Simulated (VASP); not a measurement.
Cu: single point with r2SCAN

Cu:

```
Cu
1.0
     2.49322    0.00000    0.00000
    -1.24661    2.15919    0.00000
     0.00000    0.00000    4.24854
Cu
2
Direct
  0.33333 0.66667 0.25000
  0.66667 0.33333 0.75000
```

This isn't the form of Cu at room conditions, which is fcc.

This cell differs from its parent crystal: ratio of the length along z to the lengths across it x 1.05, volume and fractional coordinates fixed.

- Program: VASP 6.6.1
- Task: single point
- Functional: r2SCAN
- Potentials or basis: VASP PAW PBE potentials, release 64 (Cu)
- Cutoff: 520 eV
- k mesh: 24 × 24 × 14
- Occupations: gaussian, width 0.15 eV
- Spin: no spin polarisation

The pressure is 1.3 GPa and the band gap on the k mesh is zero (bands 11 and 12 overlap by 6.63 eV).

Stress tensor (GPa, compression positive):
```
 3.86  0.00  0.00
 0.00  3.86  0.00
 0.00  0.00 -3.93
```

Levels at points of the mesh, in eV from the Fermi level:
```
           k point  band 8  band 9  band 10  band 11  band 12  band 13  band 14  band 15
(0.00, 0.00, 0.00)   -2.54   -2.54    -1.87    -1.87    -1.53     3.55    23.04    23.79
(0.50, 0.00, 0.00)   -1.77   -1.68    -1.60     0.08     1.88     8.10     8.46    11.01
(0.00, 0.00, 0.50)   -3.19   -2.09    -2.09    -2.09    -2.09    12.15    12.15    23.76
(0.50, 0.00, 0.50)   -2.03   -1.64    -1.64     0.55     0.55     5.41     5.41    17.76
```

It took 4.9 min on 1 thread of Intel(R) Xeon(R) 6975P-C (Granite Rapids), on a shared host, peak memory 0.27 GiB.

Caveat: the PAW data sets were made with another functional, which shifts forces and pressure a little.
